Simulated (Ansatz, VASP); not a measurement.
# Ir: VASP beside Ansatz

The input INCAR:

```
SYSTEM = Ir
ALGO     = Normal         ! electronic algorithm
EDIFF    = 1E-8           ! SCF threshold, eV
ENCUT    = 400            ! plane-wave cutoff, eV
GGA      = PS             ! functional
GGA_COMPAT= .False.      
ISIF     = 2              ! what is computed and relaxed
ISMEAR   = -1             ! smearing method
LASPH    = .True.         ! aspherical terms in the spheres
LCHARG   = .False.        ! write CHGCAR
LEFG     = .True.       
LREAL    = .False.        ! projectors in reciprocal space
LWAVE    = .False.        ! write WAVECAR
NBANDS   = 10             ! bands
NELM     = 120            ! most SCF steps
PREC     = Accurate       ! precision mode
SIGMA    = 0.05           ! smearing width, eV
```

Contents of KPOINTS:

```
k-points
0
Gamma
  15 15 15
  0 0 0
```

The input POSCAR:

```
Ir
1.0
    0.0000000000      1.9260777877      1.9260777877
    1.9260777877      0.0000000000      1.9260777877
    1.9260777877      1.9260777877      0.0000000000
Ir
1
Direct
    0.0000000000      0.0000000000      0.0000000000
```

Input for Ansatz:

```yaml
crystal:
  lattice:
    - [0.0, 1.9260777877, 1.9260777877]
    - [1.9260777877, 0.0, 1.9260777877]
    - [1.9260777877, 1.9260777877, 0.0]
  atoms:
    - { symbol: Ir, position: [0.0, 0.0, 0.0] }
kpoints:
  mp_grid: { grid: [15, 15, 15] }
scf:
  occupations: { method: fermi_dirac, width: 0.05 }
hamiltonian:
  xc: pbesol
  pseudopotentials: { kind: paw }
output:
  forces: true
  stress: true
  eigenvalues: true
  efg: { contact_densities: true }
```

Change from the starting cell: volume scaled by 1.01, PAW files.

Alike in both runs: task electric field gradients; functional PBEsol; k mesh 15 × 15 × 15; occupations fermi-dirac, width 0.05 eV; no spin polarisation.

|  | VASP | Ansatz |
| --- | --- | --- |
| version | VASP 6.6.1 | Ansatz 0.2.0 |
| potentials or method | VASP PAW PBE potentials, release 64 (Ir) | PAW with Ansatz's default frozen-core files, scalar-relativistic |
| plane-wave cutoff (eV) | 400 | 420 |
| valence electrons in the cell | 9 | 17 |

VASP gave:

| Property | Result |
| --- | --- |
| pressure (GPa) | -5.5 |

Problem. What did Ansatz give for the same quantities?

Solution. Pressure (GPa): -6.4.

VASP's potentials were made for PBE, not for PBEsol. With one functional, cell and mesh, what is left measures potentials, basis and numerics. VASP's potentials hold 9 valence electrons a cell and Ansatz's 17, so a difference there can come from the potentials and not from the codes.

Neither program's run includes spin-orbit coupling.
